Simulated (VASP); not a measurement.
Write the native input for VASP 6.6.1 that does the following.

```yaml
Task: single point
Functional: PBE
Potentials_or_basis: VASP PAW PBE potentials, release 64 (B, N)
Cutoff: 520 eV
k_mesh: 6 × 6 × 6
Occupations: gaussian, width 0.05 eV
Spin: no spin polarisation
Dipole_correction: no
Further_INCAR_settings: ALGO = Normal; EDIFF = 1e-06; NBANDS = 16
```

The structure of BN lies in POSCAR:

```
BN
1.0
    0.0000000000     -1.8123937734     -1.7640028597
   -1.7640028597      0.0000000000     -1.7640028597
    1.7640028597      1.8123937734     -3.5280057193
B N
2 2
Direct
   -0.0015993670      0.0071310777      0.0000000000
    0.5015993670      0.4928689223      0.5000000000
    0.3733632633      0.3822976976      0.8750000000
    0.8766367367      0.8677023024      0.3750000000
```

These files were run (other wordings do the same):

INCAR

```
SYSTEM = BN
ALGO = Normal
EDIFF = 1E-6
ENCUT = 520
GGA = PE
ISIF = 2
ISMEAR = 0
LASPH = .TRUE.
LCHARG = .TRUE.
LELF = .TRUE.
LREAL = .FALSE.
LVHAR = .TRUE.
LWAVE = .FALSE.
NBANDS = 16
NELM = 60
PREC = Accurate
SIGMA = 0.05
```

KPOINTS

```
k-points
0
G
  6 6 6
  0 0 0
```

Potentials or basis: VASP PAW PBE potentials, release 64 (B, N).

Run with:

```bash
$ cat potpaw_PBE.64/B/POTCAR potpaw_PBE.64/N/POTCAR > POTCAR
$ mpirun -np 1 vasp_std > vasp.out
```

Results of the run:

```json
{
  "Pressure": "22.6 GPa",
  "Largest force": "0.196 eV/Å",
  "Band gap on the k mesh": "4.25 eV"
}
```

Caveat: the k points lie up to 0.49 Å⁻¹ apart.

Run time: 14 s on 1 thread of Intel(R) Xeon(R) 6975P-C (Granite Rapids), with other jobs on the host, peak memory 0.15 GiB.
